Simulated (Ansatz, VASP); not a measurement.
## Two plane-wave programs on Al

File INCAR:

```
SYSTEM = Al
PREC = Accurate ; ENCUT = 500
EDIFF = 1E-6 ; ISMEAR = 0
SIGMA = 0.1 ; LREAL = .False.
LASPH = .True. ; NELM = 120
ALGO = Normal ; ISIF = 2
LWAVE = .False. ; LCHARG = .False.
GGA = PE ; NBANDS = 10
GGA_COMPAT = .False.
```

File KPOINTS:

```
regular mesh
0
Gamma
  9 9 6
  0 0 0
```

The input POSCAR:

```
Al
1.0
    2.8124553515      0.0000000000      0.0000000000
   -1.4062276757      2.4356577814      0.0000000000
    0.0000000000      0.0000000000      4.8668500000
Al
2
Direct
    1.1716666667      0.6963333333      1.3410000000
    0.8383333333      1.0296666667      0.8410000000
```

Input for Ansatz:

```yaml
crystal:
  lattice:
    - [2.8124553515, 0.0, 0.0]
    - [-1.4062276757, 2.4356577814, 0.0]
    - [0.0, 0.0, 4.86685]
  atoms:
    - { symbol: Al, position: [1.1716666667, 0.6963333333, 1.341] }
    - { symbol: Al, position: [0.8383333333, 1.0296666667, 0.841] }
basis:
  ecutwfc: 420
kpoints:
  mp_grid: { grid: [9, 9, 6] }
hamiltonian:
  xc: pbe
scf:
  occupations: { method: gaussian, width: 0.1 }
  mixing: { algorithm: anderson, beta: 0.07, ndim: 3, q_tf: 0.92 }
  initial_density: { chi_scale: 0, normalization: atom }
  max_iter: 96
output:
  forces: true
  stress: true
  eigenvalues: true
```

Alike in both runs: task single point; functional PBE; k mesh 9 × 9 × 6; occupations gaussian, width 0.1 eV; no spin polarisation.

```csv
,VASP,Ansatz
version,VASP 6.6.1,Ansatz 0.2.0
potentials or method,"VASP PAW PBE potentials, release 64 (Al), cutoff 500 eV","scalar-relativistic, plane waves, PAW"
valence electrons in the cell,6,6
```

```csv
,VASP,Ansatz,Ansatz less VASP
gap on the k mesh at the Fermi level (eV),none,none,-
pressure (GPa),0.1,0.1,+0.03
"traceless stress, the component that is largest in VASP (GPa)",-0.74,-0.75,-0.009
```

A gap of «none» marks a metal or a gap that the smearing closes.
